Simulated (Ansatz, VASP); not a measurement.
**One calculation of TeMo2, two programs**

```
Te Mo
1.0
     4.79360    0.00000    0.00000
    -2.39680    4.15138    0.00000
     0.00000    0.00000    5.37393
Te Mo
2 4
Direct
  0.33333 0.66667 0.25000
  0.66667 0.33333 0.75000
  0.00000 0.00000 0.00000
  0.00000 0.00000 0.50000
  0.33333 0.66667 0.75000
  0.66667 0.33333 0.25000
```

Change from the starting cell: species swapped into the Na2S type (P6_3/mmc, No. 194).

Alike in both runs: functional PBE; k mesh 4 × 4 × 3; occupations gaussian, width 0.2 eV; no spin polarisation.

Ansatz relaxed the structure, and its values are those at the end. VASP's run is a single point on that final structure, the one shown.

|  | VASP | Ansatz |
| --- | --- | --- |
| version | VASP 6.6.1 | Ansatz 0.2.0 |
| potentials or method | VASP PAW PBE potentials, release 64 (Te, Mo_sv), cutoff 500 eV | scalar-relativistic, plane waves, PAW |
| valence electrons in the cell | 68 | 88 |

```csv
,VASP,Ansatz,Ansatz less VASP
gap on the k mesh at the Fermi level (eV),none,none,-
pressure (GPa),0.0,-0.1,-0.10
```

A gap of «none» marks a metal or a gap that the smearing closes. With one functional, cell and mesh, what is left measures potentials, basis and numerics. VASP's potentials hold 68 valence electrons a cell and Ansatz's 88, so a difference there can come from the potentials and not from the codes.

The k mesh is coarse, so the values compare programs but aren't converged. Spin-orbit coupling is off throughout.
